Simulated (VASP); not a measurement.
## Zn2N: single point with PBE

The system is Zn2N.

```xyz
3
Lattice="3.1233 0.0000 0.0000 0.0000 3.1233 0.0000 0.0000 0.0000 3.9544" Properties=species:S:1:pos:R:3 pbc="T T T"
Zn    0.0000    0.0000    0.0000
Zn    1.5616    1.5616    1.9772
N     1.5616    1.5616    0.0000
```

The cell was built from a structure type or drawn by symmetry, and may not be a known phase.

```json
{
 "Program": "VASP 6.6.1",
 "Task": "single point",
 "Functional": "PBE",
 "Potentials or basis": "VASP PAW PBE potentials, release 64 (Zn, N)",
 "Cutoff": "520 eV",
 "k mesh": "6 × 6 × 4",
 "Occupations": "gaussian, width 0.1 eV",
 "Spin": "no spin polarisation"
}
```

The pressure is 0.7 GPa. The band gap on the k mesh is zero (an odd number of electrons rules out a gap without spin polarisation).

Stress tensor (GPa, compression positive):
```
0.38 0.00 0.00
0.00 0.38 0.00
0.00 0.00 1.23
```

Levels at points of the mesh, in eV from the Fermi level:
```
           k point  band 12  band 13  band 14  band 15  band 16  band 17  band 18  band 19
(0.00, 0.00, 0.00)    -5.26    -2.99    -2.60    -2.60     2.95     5.79     8.65     9.03
(0.50, 0.00, 0.00)    -6.15    -3.73    -0.75    -0.27     1.50     4.49     7.23     8.16
(0.50, 0.50, 0.00)    -5.66    -5.66    -3.76    -0.57     3.40     3.40     3.58     7.20
(0.00, 0.00, 0.50)    -6.80    -1.98    -1.98     0.22     2.05     8.05     8.05    10.18
(0.50, 0.00, 0.50)    -4.82    -4.54    -2.65    -0.37     4.42     5.32     5.72    10.14
(0.50, 0.50, 0.50)    -4.26    -4.26    -3.72     0.58     1.39     1.39     2.63     7.74
```

Wall time 32 s on 1 thread of Intel Xeon 8259CL, on a shared host, peak memory 0.16 GiB.

Caveat: the k points lie up to 0.40 Å⁻¹ apart, too coarse for converged energies and pressures of a metal.
